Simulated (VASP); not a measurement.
# Mn (P6_3/mmc) in VASP: notebook, part 2 of 2

VASP 6.6.1. The steps go on from the part before.

**3. Relaxation of cell and atoms, PBE, collinear spin, ferromagnetic start, target pressure 5.3 GPa, at which the enthalpy is minimised**

Input file INCAR:

```
PREC = Accurate ; ENCUT = 600
EDIFF = 1E-6 ; ISMEAR = -1
SIGMA = 0.05 ; LREAL = False
LASPH = True ; NELM = 150
ALGO = Normal ; ISIF = 3
LWAVE = False ; LCHARG = False
ISPIN = 2 ; MAGMOM = 3 3
LORBIT = 11 ; LMAXMIX = 4
GGA = PE ; IBRION = 2
NSW = 32 ; EDIFFG = -0.005
PSTRESS = 53.0
```

Input file KPOINTS:

```
regular mesh
0
Gamma
  18 18 10
```

Input file POSCAR:

```
Mn
1.0
    2.4666254721      0.0000000000      0.0000000000
   -1.2333127360      2.1361603204      0.0000000000
    0.0000000000      0.0000000000      3.9910823666
Mn
2
Direct
    0.3333333333      0.6666666667      0.2500000000
    0.6666666667      0.3333333333      0.7500000000
```

Potentials or basis: VASP PAW PBE potentials, release 64 (Mn_pv).

Command:

```console
$ cat potpaw_PBE.64/Mn_pv/POTCAR > POTCAR
$ mpirun -np 1 vasp_std > vasp.out
```

OUTCAR:

```text
PREC = Accurate
   ENCUT = 600
   EDIFF = 1E-6
   ISMEAR = -1
   LREAL = False
   LASPH = True
   NELM = 150
   ISIF = 3
   ISPIN = 2
   LORBIT = 11
   GGA = PE
   IBRION = 2
   NSW = 32
   EDIFFG = -0.005
   PSTRESS = 53.0

 ion  position               nearest neighbor table
   1  0.333  0.667  0.250-   2 2.45   2 2.45   2 2.45   2 2.45   2 2.45   2 2.45
   2  0.667  0.333  0.750-   1 2.45   1 2.45   1 2.45   1 2.45   1 2.45   1 2.45

  LATTYP: Found a hexagonal cell.
 ALAT       =     2.4666254721
 C/A-ratio  =     1.6180333868

  Lattice vectors:

 A1 = (   2.4666254721,   0.0000000000,   0.0000000000)
 A2 = (  -1.2333127360,   2.1361603204,   0.0000000000)
 A3 = (   0.0000000000,   0.0000000000,   3.9910823666)

Analysis of symmetry for initial positions (statically):
=====================================================================
 Subroutine PRICEL returns:
 Original cell was already a primitive cell.

 Routine SETGRP: Setting up the symmetry group for a
 hexagonal supercell.

 Subroutine GETGRP returns: Found 24 space group operations
 (whereof 12 operations were pure point group operations)
 out of a pool of 24 trial point group operations.

The static configuration has the point symmetry D_3d.
 The point group associated with its full space group is D_6h.

Analysis of symmetry for dynamics (positions and initial velocities):
=====================================================================
 Subroutine PRICEL returns:
 Original cell was already a primitive cell.

 Routine SETGRP: Setting up the symmetry group for a
 hexagonal supercell.

 Subroutine GETGRP returns: Found 24 space group operations
 (whereof 12 operations were pure point group operations)
 out of a pool of 24 trial point group operations.

The dynamic configuration has the point symmetry D_3d.
 The point group associated with its full space group is D_6h.

[... 138 lines left out ...]
   GGA     = PE    functional components
   LHFCALC =     F    Hartree Fock is set to
   AEXX    =    0.0000 exact exchange contribution
   IVDW    =     0    specifies the selected vdW correction
   LEPSILON=     F    determine dielectric tensor
   LRPA    =     F    only Hartree local field effects (RPA)
 conjugate gradient relaxation of ions
 spin polarized calculation
  energy-cutoff  :      600.00
  volume of cell :       21.03
 maximum number of plane-waves:       732
 NGX is ok and might be reduce to    20
   NGX =  9   NGY =  9   NGZ = 15

--------------------------------------- Ionic step        1  -------------------------------------------

 number of electron      26.0000017 magnetization       0.7253883

 number of electron      26.0000017 magnetization      -0.0003181

 Free energy of the ion-electron system (eV)
  ---------------------------------------------------
  ext. energy  EPLUGINS =         0.00000000
  ---------------------------------------------------
  free energy    TOTEN  =       -17.89232849 eV

  energy without entropy =      -17.86877051  energy(sigma->0) =      -17.88054950

------------------------ aborting loop because EDIFF is reached ----------------------------------------

  FORCE on cell =-STRESS in cart. coord.  units (eV):
  Direction    XX          YY          ZZ          XY          YZ          ZX
  --------------------------------------------------------------------------------------
  -------------------------------------------------------------------------------------
  Total        0.6773733      0.6773733      0.6520240      0.0000000      0.0000000     -0.0000000
  in kB       51.6072762     51.6072762     49.6759786      0.0000000      0.0000000     -0.0000000
  external PRESSURE =      -2.0364896 kB  Pullay stress =      53.0000000 kB
[... 65 lines left out ...]
 number of electron      26.0000017 magnetization       0.0000024

 number of electron      26.0000017 magnetization      -0.0000043

 Free energy of the ion-electron system (eV)
  ---------------------------------------------------
  ext. energy  EPLUGINS =         0.00000000
  ---------------------------------------------------
  free energy    TOTEN  =       -17.89188274 eV

  energy without entropy =      -17.86833808  energy(sigma->0) =      -17.88011041

 E-fermi :  10.6838     XC(G=0): -14.1550

 val. band max:       10.6830254692   @ k =   0.1111   0.0000   0.1000
 cond. band min:      10.6863782981   @ k =   0.2778   0.1667   0.5000
 fundamental gap:      0.0033528289
 Fermi energy:        10.6837718271

 spin component 1

 k-point     1 :       0.0000    0.0000    0.0000
  band No.  band energies     occupation
      1     -37.6208      1.00000
      2     -36.9091      1.00000
      3     -36.9091      1.00000
      4     -36.7970      1.00000
      5     -36.7970      1.00000
      6     -36.7868      1.00000
[... 541 lines left out ...]
     19      22.2512      0.00000
     20      23.0900      0.00000

 [... further k-points ...]

 spin component 2

 k-point     1 :       0.0000    0.0000    0.0000
  band No.  band energies     occupation
      1     -37.6208      1.00000
      2     -36.9091      1.00000
      3     -36.9091      1.00000
      4     -36.7970      1.00000
      5     -36.7970      1.00000
      6     -36.7868      1.00000
[... 576 lines left out ...]
  energy  without entropy=      -17.8683380825  energy(sigma->0) =      -17.88011041

  enthalpy is  TOTEN    =       -17.1966816258 eV   P V=        0.6952011122

 reached required accuracy - stopping structural energy minimisation

 total charge

# of ion       s       p       d       tot
------------------------------------------
    1        0.436   6.414   5.182  12.032
    2        0.436   6.414   5.182  12.032
--------------------------------------------------
tot          0.872  12.829  10.364  24.064

 magnetization (x)

# of ion       s       p       d       tot
------------------------------------------
    1       -0.000  -0.000   0.000   0.000
    2       -0.000  -0.000   0.000   0.000
--------------------------------------------------
tot         -0.000  -0.000   0.000   0.000
```

CONTCAR:

```text
Mn
   1.00000000000000
     2.4662596598350834    0.0000000000003173   -0.0000000000000000
    -1.2331298298672744    2.1358435176847532   -0.0000000000000000
     0.0000000000000000    0.0000000000000000    3.9896696841013175
  Mn
     2
Direct
     0.3333333332999970    0.6666666667000030    0.2500000000000000
     0.6666666667000030    0.3333333332999970    0.7500000000000000

  0.00000000E+00  0.00000000E+00  0.00000000E+00
  0.00000000E+00  0.00000000E+00  0.00000000E+00
```

It took 5.8 min on 1 thread of Oxide Virtual Turin-like, shared host; peak memory 0.23 GiB.

Results:

```yaml
Free_energy: -17.8919 eV
Relaxed_volume: 10.51 Å³/atom
Relaxed_cell: a = 2.466 Å, b = 2.466 Å, c = 3.990 Å, α = 90.00°, β = 90.00°, γ = 120.00°
Space_group_after_relaxing_to_0.1_Å: P6_3/mmc (No. 194)
Energy_change_on_relaxing_the_run_minimises_the_enthalpy: +0.2 meV/atom
Ionic_steps: 3
Pressure_after_relaxing: 5.3 GPa
Band_gap_on_the_k_mesh: zero (filled and empty bands overlap)
Net_moment: 0.00 μB per cell
Valence_electrons_inside_the_program's_atomic_spheres: Mn 12.03
```

Step by step:
| step | energy change (eV) | largest force (eV/Å) | pressure (GPa) | volume (Å³) |
| --- | --- | --- | --- | --- |
| 1 | 0.0000 | 0.0000 | 5.10 | 21.03 |
| 2 | 0.0014 | 0.0000 | 5.77 | 20.99 |
| 3 | 0.0004 | 0.0000 | 5.32 | 21.02 |

Final structure:
```
Mn
1.0
     2.46626    0.00000    0.00000
    -1.23313    2.13584    0.00000
     0.00000    0.00000    3.98967
Mn
2
Cartesian
  0.0000 1.4239 0.9974
  1.2331 0.7119 2.9923
```

Caveat: the cell is relaxed towards a set pressure, so the run minimises the enthalpy, not the energy.
